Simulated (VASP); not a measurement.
# Cd2S (P4/nmm) in VASP: relaxation of cell and atoms with PBE

Aim: the relaxation of cell and atoms of Cd2S with PBE.

All numbers are computed with VASP 6.6.1; they aren't measurements. Logs are shortened: lines on timing, memory, paths and dates and some standing lists are left out, and cuts for length are marked.

### Step 1. The cell of the first run

It takes space group P4/nmm (No. 129, tetragonal). Conventional cell: a = 3.947 Å, b = 3.947 Å, c = 8.875 Å, α = 90.00°, β = 90.00°, γ = 90.00°. Cd (site symmetry 4mm) has 5 S at 2.68 to 2.80 Å within 3.5 Å. Cd (site symmetry -4m2) has 12 Cd at 2.79 to 3.95 Å and 4 S at 3.56 Å within 4.0 Å. S (site symmetry 4mm) has 9 Cd at 2.68 to 3.56 Å within 3.6 Å.

The cell was built from a structure type or drawn by symmetry, and may not be a known phase.

### Step 2. Relaxation of cell and atoms, PBE

INCAR

```
SYSTEM = Cd2S
ALGO     = Normal         ! electronic algorithm
EDIFF    = 1E-7           ! SCF threshold, eV
EDIFFG   = -0.01          ! ionic threshold
ENCUT    = 600            ! plane-wave cutoff, eV
GGA      = PE             ! functional
IBRION   = 2              ! ionic algorithm
ISIF     = 3              ! what is computed and relaxed
ISMEAR   = 0              ! smearing method
LASPH    = .TRUE.         ! aspherical terms in the spheres
LCHARG   = .FALSE.        ! write CHGCAR
LREAL    = .FALSE.        ! projectors in reciprocal space
LWAVE    = .FALSE.        ! write WAVECAR
NELM     = 100            ! most SCF steps
NSW      = 100            ! ionic steps
PREC     = Accurate       ! precision mode
SIGMA    = 0.1            ! smearing width, eV
```

KPOINTS

```
k-points
0
G
  8 8 4
  0 0 0
```

POSCAR

```
Cd2S
1.0
    3.9474365637      0.0000000000      0.0000000000
    0.0000000000      3.9474365637      0.0000000000
    0.0000000000      0.0000000000      8.8746476209
Cd S
4 2
Direct
    0.0000000000      0.5000000000      0.6366769819
    0.5000000000      0.0000000000      0.3633230181
    0.0000000000      0.0000000000      0.0000000000
    0.5000000000      0.5000000000      0.0000000000
    0.0000000000      0.5000000000      0.3343527053
    0.5000000000      0.0000000000      0.6656472947
```

Potentials or basis: VASP PAW PBE potentials, release 64 (Cd, S).

Started as:

```console
cat potpaw_PBE.64/Cd/POTCAR potpaw_PBE.64/S/POTCAR > POTCAR
mpirun -np 1 vasp_std > vasp.out
```

OUTCAR:

```text
SYSTEM = Cd2S
   EDIFF = 1E-7
   EDIFFG = -0.01
   ENCUT = 600
   GGA = PE
   IBRION = 2
   ISIF = 3
   ISMEAR = 0
   LASPH = .TRUE.
   LREAL = .FALSE.
   NELM = 100
   NSW = 100
   PREC = Accurate

 ion  position               nearest neighbor table
   1  0.000  0.500  0.637-   5 2.68   6 2.80   6 2.80   6 2.80   6 2.80   2 3.70   2 3.70   2 3.70
                             2 3.70   4 3.78   3 3.78   4 3.78   3 3.78
   2  0.500  0.000  0.363-   6 2.68   5 2.80   5 2.80   5 2.80   5 2.80   1 3.70   1 3.70   1 3.70
                             1 3.70   3 3.78   4 3.78   4 3.78   3 3.78
   3  0.000  0.000  0.000-   4 2.79   4 2.79   4 2.79   4 2.79   2 3.78   2 3.78   1 3.78   1 3.78

   4  0.500  0.500  0.000-   3 2.79   3 2.79   3 2.79   3 2.79   2 3.78   1 3.78   1 3.78   2 3.78

   5  0.000  0.500  0.334-   1 2.68   2 2.80   2 2.80   2 2.80   2 2.80
   6  0.500  0.000  0.666-   2 2.68   1 2.80   1 2.80   1 2.80   1 2.80

  LATTYP: Found a simple tetragonal cell.
 ALAT       =     3.9474365637
 C/A-ratio  =     2.2482052536

  Lattice vectors:

 A1 = (   3.9474365637,   0.0000000000,   0.0000000000)
 A2 = (   0.0000000000,   3.9474365637,   0.0000000000)
 A3 = (   0.0000000000,   0.0000000000,   8.8746476209)

Analysis of symmetry for initial positions (statically):
=====================================================================
 Subroutine PRICEL returns:
 Original cell was already a primitive cell.

 Routine SETGRP: Setting up the symmetry group for a
 simple tetragonal supercell.

 Subroutine GETGRP returns: Found 16 space group operations
 (whereof  8 operations were pure point group operations)
 out of a pool of 16 trial point group operations.

The static configuration has the point symmetry D_2d.
 The point group associated with its full space group is D_4h.

Analysis of symmetry for dynamics (positions and initial velocities):
=====================================================================
 Subroutine PRICEL returns:
 Original cell was already a primitive cell.

 Routine SETGRP: Setting up the symmetry group for a
 simple tetragonal supercell.

 Subroutine GETGRP returns: Found 16 space group operations
 (whereof  8 operations were pure point group operations)
 out of a pool of 16 trial point group operations.

The dynamic configuration has the point symmetry D_2d.
 The point group associated with its full space group is D_4h.

 Subroutine INISYM returns: Found 16 space group operations
 (whereof  8 operations are pure point group operations),
 and found     1 'primitive' translations

----------------------------------------------------------------------------------------

                                     Primitive cell

  volume of cell :     138.2870

  direct lattice vectors                    reciprocal lattice vectors
     3.947436564  0.000000000  0.000000000     0.253328960  0.000000000  0.000000000
     0.000000000  3.947436564  0.000000000     0.000000000  0.253328960  0.000000000
     0.000000000  0.000000000  8.874647621     0.000000000  0.000000000  0.112680530

  length of vectors
     3.947436564  3.947436564  8.874647621     0.253328960  0.253328960  0.112680530

  position of ions in fractional coordinates (direct lattice)
     0.000000000  0.500000000  0.636676982
     0.500000000  0.000000000  0.363323018
     0.000000000  0.000000000  0.000000000
     0.500000000  0.500000000  0.000000000
     0.000000000  0.500000000  0.334352705
     0.500000000  0.000000000  0.665647295

  ion indices of the primitive-cell ions
   primitive index   ion index
                 1           1
                 2           2
                 3           3
                 4           4
                 5           5
                 6           6

----------------------------------------------------------------------------------------

 KPOINTS: k-points

Automatic generation of k-mesh.
 Grid dimensions read from file:
 generate k-points for:    8    8    4

 Generating k-lattice:

  Cartesian coordinates                     Fractional coordinates (reciprocal lattice)
     0.031666120  0.000000000  0.000000000     0.125000000  0.000000000  0.000000000
     0.000000000  0.031666120  0.000000000     0.000000000  0.125000000  0.000000000
     0.000000000  0.000000000  0.028170133     0.000000000  0.000000000  0.250000000

  Length of vectors
     0.031666120  0.031666120  0.028170133

  Shift w.r.t. Gamma in fractional coordinates (k-lattice)
     0.000000000  0.000000000  0.000000000

 Subroutine IBZKPT returns following result:
 ===========================================

 Found     45 irreducible k-points:

 Following reciprocal coordinates:
            Coordinates               Weight
  0.000000  0.000000  0.000000      1.000000
  0.125000  0.000000  0.000000      4.000000
  0.250000  0.000000  0.000000      4.000000
  0.375000  0.000000  0.000000      4.000000
  0.500000  0.000000  0.000000      2.000000
  0.125000  0.125000  0.000000      4.000000
[... 16 lines left out ...]
  0.375000  0.125000  0.250000     16.000000
  0.500000  0.125000  0.250000      8.000000
 [... further k-points ...]
   k-points           NKPTS =     45   k-points in BZ     NKDIM =     45   number of bands    NBANDS=     36
   number of dos      NEDOS =    301   number of ions     NIONS =      6
   total plane-waves  NPLWV =  73728
   dimension x,y,z NGX =    32 NGY =   32 NGZ =   72
   dimension x,y,z NGXF=    64 NGYF=   64 NGZF=  144
   ions per type =               4   2
   NGX,Y,Z   is equivalent  to a cutoff of  13.48, 13.48, 13.49 a.u.
   NGXF,Y,Z  is equivalent  to a cutoff of  26.95, 26.95, 26.98 a.u.
 SYSTEM =  Cd2S
   PREC   = accura    normal or accurate (medium, high low for compatibility)
   ISTART =      0    job   : 0-new  1-cont  2-samecut
   ICHARG =      2    charge: 1-file 2-atom 10-const
   ISPIN  =      1    spin polarized calculation?
   LNONCOLLINEAR =      F non collinear calculations
   LSORBIT =      F    spin-orbit coupling
   LASPH  =      T    aspherical Exc in radial PAW
   ENCUT  =  600.0 eV  44.10 Ry    6.64 a.u.   7.88  7.88 17.72*2*pi/ulx,y,z
   NELM   =    100;   NELMIN=  2; NELMDL= -5     # of ELM steps
   EDIFF  = 0.1E-06   stopping-criterion for ELM
   LREAL  =      F    real-space projection
   EDIFFG = -.1E-01   stopping-criterion for IOM
   NSW    =    100    number of steps for IOM
   IBRION =      2    ionic relax: 0-MD 1-quasi-New 2-CG
   NFREE  =      1    steps in history (QN), initial steepest desc. (CG)
   ISIF   =      3    stress and relaxation
   ISYM   =      2    0-nonsym 1-usesym 2-fastsym
   POTIM  = 0.5000    time-step for ionic-motion
   TEBEG  =    0.0;   TEEND  =   0.0 temperature during run
   PSTRESS=    0.0 pullay stress
   NELECT =      60.0000    total number of electrons
   NUPDOWN=      -1.0000    fix difference up-down
   EMIN   =  10.00;   EMAX   =-10.00  energy-range for DOS
   EFERMI =   0.00;   METHOD = LEGACY
   ISMEAR =     0;   SIGMA  =   0.10  broadening in eV -4-tet -1-fermi 0-gaus
   EFERMI_NEDOS =   21; number of points for ismear=-14 and -15
   IALGO  =     38    algorithm
   IMIX   =      4    mixing-type and parameters
     AMIX     =   0.40;   BMIX     =  1.00
     AMIX_MAG =   1.60;   BMIX_MAG =  1.00
  volume/ion in A,a.u.               =      23.05       155.53
  Fermi-wavevector in a.u.,A,eV,Ry     =   1.239362  2.342054 20.898789  1.536018
  Thomas-Fermi vector in A             =   2.373848
   LORBIT       =      0    0 simple, 1 ext, 2 COOP (PROOUT), +10 PAW based schemes
   GGA     = PE    functional components
   LHFCALC =     F    Hartree Fock is set to
   AEXX    =    0.0000 exact exchange contribution
   IVDW    =     0    specifies the selected vdW correction
   LEPSILON=     F    determine dielectric tensor
   LRPA    =     F    only Hartree local field effects (RPA)
 conjugate gradient relaxation of ions
 non-spin polarized calculation
 Gauss-broadening in eV      SIGMA  =   0.10
  energy-cutoff  :      600.00
  volume of cell :      138.29
 maximum number of plane-waves:      4644
 NGX is ok and might be reduce to    32
   NGX = 15   NGY = 15   NGZ = 35

--------------------------------------- Ionic step        1  -------------------------------------------

 number of electron      60.0000022 magnetization

 Free energy of the ion-electron system (eV)
  ---------------------------------------------------
  ext. energy  EPLUGINS =         0.00000000
  ---------------------------------------------------
  free energy    TOTEN  =       -12.26991170 eV

  energy without entropy =      -12.25636785  energy(sigma->0) =      -12.26313977

------------------------ aborting loop because EDIFF is reached ----------------------------------------

  FORCE on cell =-STRESS in cart. coord.  units (eV):
  Direction    XX          YY          ZZ          XY          YZ          ZX
  --------------------------------------------------------------------------------------
  -------------------------------------------------------------------------------------
  Total        0.2540695      0.2540695      0.4817726      0.0000000      0.0000000     -0.0000000
  in kB        2.9436198      2.9436198      5.5817610      0.0000000      0.0000000     -0.0000000
  external PRESSURE =       3.8230002 kB  Pullay stress =       0.0000000 kB
[... 145 lines left out ...]
  energy  without entropy=      -12.2634892908  energy(sigma->0) =      -12.27004050

--------------------------------------- Ionic step        5  -------------------------------------------

 number of electron      60.0000029 magnetization

 E-fermi :   2.7467     XC(G=0): -10.0029

 val. band max:        2.7280031863   @ k =   0.5000   0.3750   0.2500
 cond. band min:       2.7996738496   @ k =   0.5000   0.3750   0.0000
 fundamental gap:      0.0716706633
 Fermi energy:         2.7467370157

 k-point     1 :       0.0000    0.0000    0.0000
  band No.  band energies     occupation
      1     -10.5449      2.00000
      2     -10.1446      2.00000
      3      -7.1542      2.00000
      4      -6.8719      2.00000
      5      -6.7135      2.00000
      6      -6.2295      2.00000
[... 925 lines left out ...]
     35       7.0543      0.00000
     36       7.0543      0.00000

 [... further k-points ...]

------------------------ aborting loop because EDIFF is reached ----------------------------------------

  FORCE on cell =-STRESS in cart. coord.  units (eV):
  Direction    XX          YY          ZZ          XY          YZ          ZX
  --------------------------------------------------------------------------------------
  -------------------------------------------------------------------------------------
  Total       -0.0674436     -0.0674436     -0.1064854      0.0000000      0.0000000      0.0000000
  in kB       -0.7678675     -0.7678675     -1.2123717      0.0000000      0.0000000      0.0000000
  external PRESSURE =      -0.9160356 kB  Pullay stress =       0.0000000 kB
[... 105 lines left out ...]
  energy  without entropy=      -12.2687837912  energy(sigma->0) =      -12.27466786

--------------------------------------- Ionic step        8  -------------------------------------------

 number of electron      60.0000026 magnetization

 Free energy of the ion-electron system (eV)
  ---------------------------------------------------
  ext. energy  EPLUGINS =         0.00000000
  ---------------------------------------------------
  free energy    TOTEN  =       -12.28070623 eV

  energy without entropy =      -12.26901352  energy(sigma->0) =      -12.27485988

 E-fermi :   2.7472     XC(G=0):  -9.9993

 val. band max:        2.7343698064   @ k =   0.5000   0.3750   0.2500
 cond. band min:       2.8066081292   @ k =   0.5000   0.3750   0.0000
 fundamental gap:      0.0722383227
 Fermi energy:         2.7472451311

 k-point     1 :       0.0000    0.0000    0.0000
  band No.  band energies     occupation
      1     -10.5585      2.00000
      2     -10.1501      2.00000
      3      -7.1609      2.00000
      4      -6.8781      2.00000
      5      -6.7200      2.00000
      6      -6.2335      2.00000
[... 925 lines left out ...]
     35       7.0541      0.00000
     36       7.0541      0.00000

 [... further k-points ...]

------------------------ aborting loop because EDIFF is reached ----------------------------------------

  FORCE on cell =-STRESS in cart. coord.  units (eV):
  Direction    XX          YY          ZZ          XY          YZ          ZX
  --------------------------------------------------------------------------------------
  -------------------------------------------------------------------------------------
  Total        0.0230599      0.0230599     -0.0497321      0.0000000      0.0000000      0.0000000
  in kB        0.2624700      0.2624700     -0.5660560      0.0000000      0.0000000      0.0000000
  external PRESSURE =      -0.0137053 kB  Pullay stress =       0.0000000 kB
[... 21 lines left out ...]
  FREE ENERGIE OF THE ION-ELECTRON SYSTEM (eV)
  ---------------------------------------------------
  free  energy   TOTEN  =       -12.2807062327 eV

  energy  without entropy=      -12.2690135191  energy(sigma->0) =      -12.27485988

 reached required accuracy - stopping structural energy minimisation
```

Run time: 14 min. Hardware: 1 thread of AMD EPYC 9R45 (Zen 5), shared host; peak memory 0.37 GiB.

What came out:

```yaml
Free_energy: -12.2807 eV
Relaxed_volume: 23.46 Å³/atom
Relaxed_cell: a = 3.951 Å, b = 3.951 Å, c = 9.019 Å, α = 90.00°, β = 90.00°, γ = 90.00°
Space_group_after_relaxing_to_0.1_Å: P4/nmm (No. 129)
Energy_gained_by_relaxing: 1.8 meV/atom
Ionic_steps: 8
Pressure_after_relaxing: 0.0 GPa
Largest_force_after_relaxing: 0.009 eV/Å
Band_gap_on_the_k_mesh: zero (bands 30 and 31 overlap by 0.95 eV)
```

Forces in eV/Å, atoms in the order of the input:
```
Cd   0.000  0.000  0.000
Cd   0.000  0.000  0.000
Cd   0.000  0.000  0.000
Cd   0.000  0.000  0.000
S    0.000  0.000  0.009
S    0.000  0.000 -0.009
```

The path:
| step | energy change (eV) | largest force (eV/Å) | pressure (GPa) | volume (Å³) |
| --- | --- | --- | --- | --- |
| 1 | 0.0000 | 0.1260 | 0.38 | 138.29 |
| 2 | -0.0033 | 0.1315 | 0.02 | 139.39 |
| 3 | -0.0042 | 0.1365 | -0.30 | 140.41 |
| 4 | -0.0067 | 0.1123 | -0.24 | 140.50 |
| 5 | -0.0102 | 0.0503 | -0.09 | 140.72 |
| 6 | -0.0106 | 0.0175 | -0.01 | 140.83 |
| 7 | -0.0106 | 0.0198 | -0.02 | 140.82 |
| 8 | -0.0108 | 0.0092 | 0.00 | 140.76 |

Final structure:
```cif
data_structure
_symmetry_space_group_name_H-M 'P 1'
_symmetry_Int_Tables_number 1
_cell_length_a 3.9506
_cell_length_b 3.9506
_cell_length_c 9.0193
_cell_angle_alpha 90.000
_cell_angle_beta 90.000
_cell_angle_gamma 90.000
_cell_volume 140.76
loop_
_atom_site_label
_atom_site_type_symbol
_atom_site_fract_x
_atom_site_fract_y
_atom_site_fract_z
_atom_site_occupancy
Cd1 Cd 0.00000 0.50000 0.63702 1
Cd2 Cd 0.50000 0.00000 0.36298 1
Cd3 Cd 0.00000 0.00000 0.00000 1
Cd4 Cd 0.50000 0.50000 0.00000 1
S1 S 0.00000 0.50000 0.34012 1
S2 S 0.50000 0.00000 0.65988 1
```
